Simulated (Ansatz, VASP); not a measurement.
**Tl2B in VASP and in Ansatz**

```xyz
6
Lattice="-3.2869 3.2869 3.1179 3.2869 -3.2869 3.1179 3.2869 3.2869 -3.1179" Properties=species:S:1:pos:R:3 pbc="T T T"
Tl    1.1751    4.4620    0.0000
Tl    2.1118    1.1751    0.0000
Tl    2.1118   -1.1751    3.1179
Tl    1.1751    2.1118    3.1179
B     0.0000    0.0000    1.5589
B     0.0000    0.0000    4.6768
```

Alike in both runs: functional PBE; k mesh 10 × 10 × 10; occupations gaussian, width 0.1 eV; no spin polarisation.

Ansatz relaxed the structure, and its values are those at the end. VASP's run is a single point on that final structure, the one shown.

```csv
,VASP,Ansatz
version,VASP 6.6.1,Ansatz 0.2.0
potentials or method,"VASP PAW PBE potentials, release 64 (Tl_d, B), cutoff 520 eV","scalar-relativistic, plane waves, PAW"
valence electrons in the cell,58,58
```

|  | VASP | Ansatz | Ansatz less VASP |
| --- | --- | --- | --- |
| gap on the k mesh at the Fermi level (eV) | none | none | - |
| pressure (GPa) | 0.0 | 0.0 | +0.04 |

A gap of «none» marks a metal or a gap that the smearing closes.

Spin-orbit coupling is off throughout.
